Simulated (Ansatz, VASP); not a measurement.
# One calculation of Pd, two programs

```
CELL_PARAMETERS angstrom
2.62537 0.00000 0.00000
-1.31268 2.27363 0.00000
0.00000 0.00000 4.38778
ATOMIC_POSITIONS crystal
Pd 0.33333 0.66667 0.25000
Pd 0.66667 0.33333 0.75000
```

Alike in both runs: task single point; functional LDA; k mesh 15 × 15 × 8; occupations fermi-dirac, width 0.1 eV; no spin polarisation.

```csv
,VASP,Ansatz
version,VASP 6.6.1,Ansatz 0.2.0
potentials or method,"VASP PAW LDA potentials, release 64 (Pd), cutoff 520 eV","plane waves (420 eV) with PAW, scalar-relativistic"
valence electrons in the cell,20,36
```

```csv
,VASP,Ansatz,Ansatz less VASP
pressure (GPa),23.6,23.2,-0.35
"traceless stress, the component that is largest in VASP (GPa)",-0.62,-0.56,+0.062
```

Ansatz warns that its potentials were made for another functional, while VASP's fit it. LDA's correlation is that of Perdew and Zunger in VASP and of Perdew and Wang (1992) in Ansatz. VASP's potentials hold 20 valence electrons a cell and Ansatz's 36, so a difference there can come from the potentials and not from the codes.
